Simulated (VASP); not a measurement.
# BaF2 (Fm-3m) in VASP: notebook

The runs below take BaF2 through single point, with PBE-based screened hybrid with 40 % exact exchange, HSE06.

All numbers are computed with VASP 6.6.1; they aren't measurements. Logs are shortened: lines on timing, memory, paths and dates and some standing lists are left out, and cuts for length are marked.

### Step 1. The cell of the first run

The structure is cubic, space group Fm-3m (No. 225). The conventional cell has a = 6.194 Å, b = 6.194 Å, c = 6.194 Å, α = 90.00°, β = 90.00°, γ = 90.00°. Within 3.5 Å of Ba (site symmetry m-3m) lie 8 F at 2.68 Å. Within 3.5 Å of F (site symmetry -43m) lie 4 Ba at 2.68 Å and 6 F at 3.10 Å.

### Step 2. Single point, PBE-based screened hybrid with 40 % exact exchange

POSCAR reads:

```
BaF2
1.0
    0.0000000000      3.0971612412      3.0971612412
    3.0971612412      0.0000000000      3.0971612412
    3.0971612412      3.0971612412      0.0000000000
Ba F
1 2
Direct
    0.0000000000      0.0000000000      0.0000000000
    0.2500000000      0.2500000000      0.2500000000
    0.7500000000      0.7500000000      0.7500000000
```

INCAR.step1 reads:

```
SYSTEM = BaF2
ALGO = Normal
EDIFF = 1E-5
ENCUT = 520
GGA = PE
GGA_COMPAT = .FALSE.
ISIF = 2
ISMEAR = 0
LASPH = .TRUE.
LCHARG = .FALSE.
LREAL = .FALSE.
LWAVE = .TRUE.
NBANDS = 19
NELM = 120
PREC = Accurate
SIGMA = 0.01
```

INCAR.step2 reads:

```
SYSTEM = BaF2
AEXX = 0.4
ALGO = Normal
EDIFF = 1E-6
ENCUT = 520
GGA = PE
GGA_COMPAT = .FALSE.
HFSCREEN = 0.1
ISIF = 2
ISMEAR = 0
ISTART = 1
LASPH = .TRUE.
LCHARG = .FALSE.
LHFCALC = .TRUE.
LREAL = .FALSE.
LWAVE = .FALSE.
NBANDS = 19
NELM = 120
PREC = Accurate
PRECFOCK = Normal
SIGMA = 0.01
```

KPOINTS reads:

```
k-points
0
G
  4 4 4
  0 0 0
```

Potentials or basis: VASP PAW PBE potentials, release 64 (Ba_sv, F).

On the command line:

```bash
$ cat potpaw_PBE.64/Ba_sv/POTCAR potpaw_PBE.64/F/POTCAR > POTCAR
$ cp INCAR.step1 INCAR
$ mpirun -np 1 vasp_std > vasp.out
$ cp INCAR.step2 INCAR
$ mpirun -np 1 vasp_std > vasp.out
```

OUTCAR:

```text
SYSTEM = BaF2
   AEXX = 0.4
   EDIFF = 1E-6
   ENCUT = 520
   GGA = PE
   HFSCREEN = 0.1
   ISIF = 2
   ISMEAR = 0
   ISTART = 1
   LASPH = .TRUE.
   LHFCALC = .TRUE.
   LREAL = .FALSE.
   NELM = 120
   PREC = Accurate
   PRECFOCK = Normal

 ion  position               nearest neighbor table
   1  0.000  0.000  0.000-   3 2.68   3 2.68   3 2.68   2 2.68   3 2.68   2 2.68   2 2.68   2 2.68

   2  0.250  0.250  0.250-   1 2.68   1 2.68   1 2.68   1 2.68
   3  0.750  0.750  0.750-   1 2.68   1 2.68   1 2.68   1 2.68

  LATTYP: Found a face centered cubic cell.
 ALAT       =     6.1943224824

  Lattice vectors:

 A1 = (   0.0000000000,   3.0971612412,   3.0971612412)
 A2 = (   3.0971612412,   0.0000000000,   3.0971612412)
 A3 = (   3.0971612412,   3.0971612412,   0.0000000000)

Analysis of symmetry for initial positions (statically):
=====================================================================
 Subroutine PRICEL returns:
 Original cell was already a primitive cell.

 Routine SETGRP: Setting up the symmetry group for a
 face centered cubic supercell.

 Subroutine GETGRP returns: Found 48 space group operations
 (whereof 48 operations were pure point group operations)
 out of a pool of 48 trial point group operations.

The static configuration has the point symmetry O_h .

Analysis of symmetry for dynamics (positions and initial velocities):
=====================================================================
 Subroutine PRICEL returns:
 Original cell was already a primitive cell.

 Routine SETGRP: Setting up the symmetry group for a
 face centered cubic supercell.

 Subroutine GETGRP returns: Found 48 space group operations
 (whereof 48 operations were pure point group operations)
 out of a pool of 48 trial point group operations.

The dynamic configuration has the point symmetry O_h .

 Subroutine INISYM returns: Found 48 space group operations
 (whereof 48 operations are pure point group operations),
 and found     1 'primitive' translations

----------------------------------------------------------------------------------------

                                     Primitive cell

  volume of cell :      59.4185

  direct lattice vectors                    reciprocal lattice vectors
     0.000000000  3.097161241  3.097161241    -0.161438156  0.161438156  0.161438156
     3.097161241  0.000000000  3.097161241     0.161438156 -0.161438156  0.161438156
     3.097161241  3.097161241  0.000000000     0.161438156  0.161438156 -0.161438156

  length of vectors
     4.380047432  4.380047432  4.380047432     0.279619089  0.279619089  0.279619089

  position of ions in fractional coordinates (direct lattice)
     0.000000000  0.000000000  0.000000000
     0.250000000  0.250000000  0.250000000
     0.750000000  0.750000000  0.750000000

  ion indices of the primitive-cell ions
   primitive index   ion index
                 1           1
                 2           2
                 3           3

----------------------------------------------------------------------------------------

 KPOINTS: k-points

Automatic generation of k-mesh.
 Grid dimensions read from file:
 generate k-points for:    4    4    4

 Generating k-lattice:

  Cartesian coordinates                     Fractional coordinates (reciprocal lattice)
    -0.040359539  0.040359539  0.040359539     0.250000000  0.000000000  0.000000000
     0.040359539 -0.040359539  0.040359539     0.000000000  0.250000000  0.000000000
     0.040359539  0.040359539 -0.040359539     0.000000000  0.000000000  0.250000000

  Length of vectors
     0.069904772  0.069904772  0.069904772

  Shift w.r.t. Gamma in fractional coordinates (k-lattice)
     0.000000000  0.000000000  0.000000000

 Subroutine IBZKPT returns following result:
 ===========================================

 Found      8 irreducible k-points:

 Following reciprocal coordinates:
            Coordinates               Weight
  0.000000  0.000000  0.000000      1.000000
  0.250000  0.000000  0.000000      8.000000
  0.500000  0.000000  0.000000      4.000000
  0.250000  0.250000  0.000000      6.000000
  0.500000  0.250000  0.000000     24.000000
 -0.250000  0.250000  0.000000     12.000000
  0.500000  0.500000  0.000000      3.000000
 -0.250000  0.500000  0.250000      6.000000
   k-points           NKPTS =      8   k-points in BZ     NKDIM =     64   number of bands    NBANDS=     19
   number of dos      NEDOS =    301   number of ions     NIONS =      3
   total plane-waves  NPLWV =  46656
   dimension x,y,z NGX =    36 NGY =   36 NGZ =   36
   dimension x,y,z NGXF=    72 NGYF=   72 NGZF=   72
   ions per type =               1   2
   NGX,Y,Z   is equivalent  to a cutoff of  13.66, 13.66, 13.66 a.u.
   NGXF,Y,Z  is equivalent  to a cutoff of  27.33, 27.33, 27.33 a.u.
 SYSTEM =  BaF2
   PREC   = accura    normal or accurate (medium, high low for compatibility)
   ISTART =      1    job   : 0-new  1-cont  2-samecut
   ICHARG =      0    charge: 1-file 2-atom 10-const
   ISPIN  =      1    spin polarized calculation?
   LNONCOLLINEAR =      F non collinear calculations
   LSORBIT =      F    spin-orbit coupling
   LASPH  =      T    aspherical Exc in radial PAW
   ENCUT  =  520.0 eV  38.22 Ry    6.18 a.u.   8.14  8.14  8.14*2*pi/ulx,y,z
   NELM   =    120;   NELMIN=  2; NELMDL=  0     # of ELM steps
   EDIFF  = 0.1E-05   stopping-criterion for ELM
   LREAL  =      F    real-space projection
   EDIFFG = 0.1E-04   stopping-criterion for IOM
   NSW    =      0    number of steps for IOM
   IBRION =     -1    ionic relax: 0-MD 1-quasi-New 2-CG
   NFREE  =      0    steps in history (QN), initial steepest desc. (CG)
   ISIF   =      2    stress and relaxation
   ISYM   =      3    0-nonsym 1-usesym 2-fastsym
   POTIM  = 0.5000    time-step for ionic-motion
   TEBEG  =    0.0;   TEEND  =   0.0 temperature during run
   PSTRESS=    0.0 pullay stress
   NELECT =      24.0000    total number of electrons
   NUPDOWN=      -1.0000    fix difference up-down
   EMIN   =  10.00;   EMAX   =-10.00  energy-range for DOS
   EFERMI =   0.00;   METHOD = LEGACY
   ISMEAR =     0;   SIGMA  =   0.01  broadening in eV -4-tet -1-fermi 0-gaus
   EFERMI_NEDOS =   21; number of points for ismear=-14 and -15
   IALGO  =     38    algorithm
   IMIX   =      1    mixing-type and parameters
     AMIX     =   0.40;   BMIX     =  1.00
     AMIX_MAG =   1.60;   BMIX_MAG =  1.00
  volume/ion in A,a.u.               =      19.81       133.66
  Fermi-wavevector in a.u.,A,eV,Ry     =   1.210147  2.286846 19.925127  1.464456
  Thomas-Fermi vector in A             =   2.345703
   LORBIT       =      0    0 simple, 1 ext, 2 COOP (PROOUT), +10 PAW based schemes
   GGA     = PE    functional components
   LHFCALC =     T    Hartree Fock is set to
   PRECFOCK=normal    Normal, Fast or Accurate (Low or Medium for compatibility)
   ENCUT4O =  -1.0   cutoff for four orbital integrals eV
   NKREDX  =     1    reduce k-point grid by
   NKREDY  =     1    reduce k-point grid by
   NKREDZ  =     1    reduce k-point grid by
   AEXX    =    0.4000 exact exchange contribution
   HFSCREEN=    0.1000 screening length (either q_TF or 0.3 A-1)
   HFSCREENC=   0.1000 screening length for correlation (either q_TF or 0.3 A-1)
   ENCUTFOCK=  -1.0 apply spherical cutoff to Coloumb kernel
   IVDW    =     0    specifies the selected vdW correction
   LEPSILON=     F    determine dielectric tensor
   LRPA    =     F    only Hartree local field effects (RPA)
 non-spin polarized calculation
 Gauss-broadening in eV      SIGMA  =   0.01
  energy-cutoff  :      520.00
  volume of cell :       59.42
 maximum number of plane-waves:      1639
 NGX is ok and might be reduce to    36
  NGX = 28; NGY = 28; NGZ = 28

 number of electron      24.0000001 magnetization

 Free energy of the ion-electron system (eV)
  ---------------------------------------------------
  ext. energy  EPLUGINS =         0.00000000
  ---------------------------------------------------
  free energy    TOTEN  =       -23.01650469 eV

  energy without entropy =      -23.01650469  energy(sigma->0) =      -23.01650469

 E-fermi :  -4.8473     XC(G=0):  -5.9772

 val. band max:       -4.9093568661   @ k =  -0.2500   0.2500   0.0000
 cond. band min:       5.5931459273   @ k =   0.0000   0.0000   0.0000
 fundamental gap:     10.5025027934
 Fermi energy:        -4.8472560342

 k-point     1 :       0.0000    0.0000    0.0000
  band No.  band energies     occupation
      1     -29.5678      2.00000
      2     -26.4209      2.00000
      3     -26.1705      2.00000
      4     -12.5316      2.00000
      5     -12.5316      2.00000
      6     -12.5316      2.00000
[... 11 lines left out ...]
     18      10.8013      0.00000
     19      14.5278      0.00000

 k-point     2 :       0.2500    0.0000    0.0000
  band No.  band energies     occupation
      1     -29.4024      2.00000
      2     -26.4907      2.00000
      3     -26.3443      2.00000
      4     -12.6500      2.00000
      5     -12.6421      2.00000
      6     -12.6421      2.00000
[... 11 lines left out ...]
     18      10.8574      0.00000
     19      12.8346      0.00000

 k-point     3 :       0.5000    0.0000    0.0000
  band No.  band energies     occupation
      1     -29.2100      2.00000
      2     -26.6657      2.00000
      3     -26.4409      2.00000
      4     -12.7454      2.00000
      5     -12.7453      2.00000
      6     -12.7414      2.00000
[... 11 lines left out ...]
     18      10.9747      0.00000
     19      13.3383      0.00000

 k-point     4 :       0.2500    0.2500    0.0000
  band No.  band energies     occupation
      1     -29.3441      2.00000
      2     -26.4866      2.00000
      3     -26.4323      2.00000
      4     -12.8038      2.00000
      5     -12.8037      2.00000
      6     -12.4329      2.00000
[... 11 lines left out ...]
     18      11.0357      0.00000
     19      14.6089      0.00000

 k-point     5 :       0.5000    0.2500    0.0000
  band No.  band energies     occupation
      1     -29.1445      2.00000
      2     -26.6474      2.00000
      3     -26.5501      2.00000
      4     -12.9060      2.00000
      5     -12.9024      2.00000
      6     -12.5334      2.00000
[... 11 lines left out ...]
     18      11.8673      0.00000
     19      13.2926      0.00000

 k-point     6 :      -0.2500    0.2500    0.0000
  band No.  band energies     occupation
      1     -29.2139      2.00000
      2     -26.5683      2.00000
      3     -26.5346      2.00000
      4     -12.7677      2.00000
      5     -12.7493      2.00000
      6     -12.7328      2.00000
[... 11 lines left out ...]
     18      11.6700      0.00000
     19      13.4841      0.00000

 k-point     7 :       0.5000    0.5000    0.0000
  band No.  band energies     occupation
      1     -29.0718      2.00000
      2     -26.7425      2.00000
      3     -26.5510      2.00000
      4     -13.0483      2.00000
      5     -13.0483      2.00000
      6     -12.3192      2.00000
[... 11 lines left out ...]
     18      12.0941      0.00000
     19      14.3082      0.00000

 k-point     8 :      -0.2500    0.5000    0.2500
  band No.  band energies     occupation
      1     -29.0716      2.00000
      2     -26.6484      2.00000
      3     -26.6484      2.00000
      4     -13.0699      2.00000
      5     -12.6871      2.00000
      6     -12.6871      2.00000
[... 11 lines left out ...]
     18      14.1691      0.00000
     19      14.3155      0.00000

------------------------ aborting loop because EDIFF is reached ----------------------------------------

  FORCE on cell =-STRESS in cart. coord.  units (eV):
  Direction    XX          YY          ZZ          XY          YZ          ZX
  --------------------------------------------------------------------------------------
  -------------------------------------------------------------------------------------
  Total        0.2301269      0.2301269      0.2301269     -0.0000000     -0.0000000      0.0000000
  in kB        6.2052118      6.2052118      6.2052118     -0.0000000     -0.0000000      0.0000000
  external PRESSURE =       6.2052118 kB  Pullay stress =       0.0000000 kB

 VOLUME and BASIS-vectors are now :
 -----------------------------------------------------------------------------
  energy-cutoff  :      520.00
  volume of cell :       59.42
      direct lattice vectors                 reciprocal lattice vectors
     0.000000000  3.097161241  3.097161241    -0.161438156  0.161438156  0.161438156
     3.097161241  0.000000000  3.097161241     0.161438156 -0.161438156  0.161438156
     3.097161241  3.097161241  0.000000000     0.161438156  0.161438156 -0.161438156

 POSITION                                       TOTAL-FORCE (eV/Angst)
 -----------------------------------------------------------------------------------
      0.00000      0.00000      0.00000         0.000000      0.000000      0.000000
      1.54858      1.54858      1.54858         0.000000     -0.000000      0.000000
      4.64574      4.64574      4.64574        -0.000000      0.000000     -0.000000
 -----------------------------------------------------------------------------------
    total drift:                               -0.000005     -0.000004     -0.000004

  FREE ENERGIE OF THE ION-ELECTRON SYSTEM (eV)
  ---------------------------------------------------
  free  energy   TOTEN  =       -23.0165046933 eV

  energy  without entropy=      -23.0165046933  energy(sigma->0) =      -23.01650469
```

It took 24 min on 1 thread of AMD EPYC 7R43 (Zen 3), shared host; peak memory 0.28 GiB.

What came out:

```yaml
Free_energy: -23.0165 eV
Pressure: 0.6 GPa
Band_gap_on_the_k_mesh: 10.50 eV (least direct gap 10.61 eV)
```

Caveat: the k points lie up to 0.44 Å⁻¹ apart; the PAW data sets were made with another functional, which shifts forces and pressure a little; spin-orbit coupling is left out, which moves the levels of the heavy elements. A k mesh can miss the band edges.

(Part 1 of 2 ends here.)
